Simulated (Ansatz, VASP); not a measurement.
Ru in VASP and in Ansatz

INCAR

```
SYSTEM = Ru
  PREC = Accurate
  ENCUT = 520
  EDIFF = 1E-6
  ISMEAR = -1
  SIGMA = 0.1
  LREAL = .FALSE.
  LASPH = .TRUE.
  NELM = 100
  ALGO = Normal
  ISIF = 2
  LWAVE = .FALSE.
  LCHARG = .FALSE.
  GGA = PE
  NBANDS = 13
```

File KPOINTS:

```
regular mesh
0
G
  15 15 15
  0 0 0
```

Contents of POSCAR:

```
Ru
1.0
    2.2305199070      0.0000000000      0.0000000000
    0.0000000000      2.2305199070      0.0000000000
    0.0000000000      0.0000000000      2.2305199070
Ru
1
Direct
    0.0000000000      0.0000000000      0.0000000000
```

Input for Ansatz:

```yaml
crystal:
  lattice:
    - [2.230519907, 0.0, 0.0]
    - [0.0, 2.230519907, 0.0]
    - [0.0, 0.0, 2.230519907]
  atoms:
    - { symbol: Ru, position: [0.0, 0.0, 0.0] }
kpoints:
  mp_grid: { grid: [15, 15, 15] }
scf:
  occupations: { method: fermi_dirac, width: 0.1 }
hamiltonian:
  xc: pbe
  pseudopotentials: { kind: all_electron, lapw: { basis_error: 0.001 } }
output:
  forces: true
  stress: true
  eigenvalues: true
  populations: true
```

Change from the starting cell: volume scaled by 0.7, LAPW.

Alike in both runs: task single point; functional PBE; k mesh 15 × 15 × 15; occupations fermi-dirac, width 0.1 eV; no spin polarisation.

|  | VASP | Ansatz |
| --- | --- | --- |
| version | VASP 6.6.1 | Ansatz 0.2.0 |
| potentials or method | VASP PAW PBE potentials, release 64 (Ru_pv), cutoff 520 eV | all-electron LAPW, scalar-relativistic |

```tsv
	VASP	Ansatz	Ansatz less VASP
pressure (GPa)	181.8	179.1	-2.75
```

Both programs put the cell under a high pressure, so it lies far from rest at this level. Ansatz ran all-electron here, and VASP with PAW potentials.

Noted on VASP's run: the cell as given lies far from equilibrium.
